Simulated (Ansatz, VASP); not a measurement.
TiAl: VASP beside Ansatz

```
Ti Al
1.0
     4.07293    0.01988   -0.02144
    -0.01341    2.80864   -0.00003
     0.01449   -0.00004    2.80859
Ti Al
1 1
Cartesian
  0.0000 0.0000 0.0000
  2.0370 1.4142 1.3936
```

Change from the starting cell: cell sheared at random, sigma 0.06, atoms nudged by 0.01 Å; relaxed back.

Alike in both runs: functional r2SCAN; k mesh 10 × 10 × 10; occupations gaussian, width 0.15 eV; no spin polarisation.

Ansatz relaxed the structure, and its values are those at the end. VASP's run is a single point on that final structure, the one shown.

|  | VASP | Ansatz |
| --- | --- | --- |
| version | VASP 6.6.1 | Ansatz 0.2.0 |
| potentials or method | VASP PAW PBE potentials, release 64 (Ti_sv, Al), cutoff 520 eV | scalar-relativistic, plane waves, PAW |
| valence electrons in the cell | 15 | 15 |

Ansatz gave:

- gap on the k mesh at the Fermi level (eV): none
- pressure (GPa): 0.0

Which values does VASP return?

gap on the k mesh at the Fermi level (eV): none; pressure (GPa): 0.1.

VASP's potentials were made for PBE, not for r2SCAN. A gap of «none» marks a metal or a gap that the smearing closes. The functional is the same, so the differences come from potentials, cutoffs and numerics.
